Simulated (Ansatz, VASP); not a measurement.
# Bi in VASP and in Ansatz

```
Bi
1.0
    -2.11980    2.11980    1.77694
     2.11980   -2.11980    1.77694
     2.11980    2.11980   -1.77694
Bi
1
Direct
  0.50000 0.50000 0.00000
```

Alike in both runs: functional PBE; k mesh 20 × 20 × 20; occupations gaussian, width 0.1 eV; no spin polarisation.

Ansatz relaxed the structure, and its values are those at the end. VASP's run is a single point on that final structure, the one shown.

```csv
,VASP,Ansatz
version,VASP 6.6.1,Ansatz 0.2.0
potentials or method,"VASP PAW PBE potentials, release 64 (Bi_d), cutoff 520 eV","scalar-relativistic, plane waves, PAW"
valence electrons in the cell,15,15
```

```tsv
	VASP	Ansatz	Ansatz less VASP
gap on the k mesh at the Fermi level (eV)	none	none	-
pressure (GPa)	-0.1	0.0	+0.06
```

A gap of «none» marks a metal or a gap that the smearing closes.

Spin-orbit coupling is off throughout.
